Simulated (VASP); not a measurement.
Input of a VASP 6.6.1 run:

File INCAR:

```
PREC = Accurate ; ENCUT = 520
EDIFF = 1E-6 ; ISMEAR = -1
SIGMA = 0.05 ; LREAL = F
LASPH = T ; NELM = 150
ALGO = Normal ; ISIF = 2
LWAVE = F ; LCHARG = F
ISPIN = 2 ; MAGMOM = 2 2 2 2 0 0 0 0
LORBIT = 11 ; LMAXMIX = 4
GGA = PS ; NBANDS = 47
```

The input KPOINTS:

```
regular mesh
0
Gamma
  11 11 2
```

File POSCAR:

```
AlV2C
1.0
    2.9067228026      0.0000000000      0.0000000000
   -1.4533614013      2.5172957888      0.0000000000
    0.0000000000      0.0000000000     13.1916125473
V Al C
4 2 2
Direct
    0.3333333333      0.6666666667      0.9136157800
    0.6666666667      0.3333333333      0.0863842200
    0.6666666667      0.3333333333      0.4136157800
    0.3333333333      0.6666666667      0.5863842200
    0.6666666667      0.3333333333      0.7500000000
    0.3333333333      0.6666666667      0.2500000000
    0.0000000000      0.0000000000      0.5000000000
    0.0000000000      0.0000000000      0.0000000000
```

Potentials or basis: VASP PAW PBE potentials, release 64 (V_sv, Al, C).

Run with:

```sh
$ cat potpaw_PBE.64/V_sv/POTCAR potpaw_PBE.64/Al/POTCAR potpaw_PBE.64/C/POTCAR > POTCAR
$ mpirun -np 1 vasp_std > vasp.out
```

Question: Predict the largest force.

Answer: 0.634 eV/Å.

Question: Estimate the band gap on the k mesh.

Answer: Zero (filled and empty bands overlap).

Question: Predict the net moment.

Answer: 0.00 μB per cell.

Forces in eV/Å, atoms in the order of the input:
```
V    0.000  0.000  0.634
V    0.000  0.000 -0.634
V    0.000  0.000  0.634
V    0.000  0.000 -0.634
Al   0.000  0.000  0.000
Al   0.000  0.000  0.000
C    0.000  0.000  0.000
C    0.000  0.000  0.000
```

Caveat: the cell stands under tension; the PAW data sets were made with another functional, which shifts forces and pressure a little.
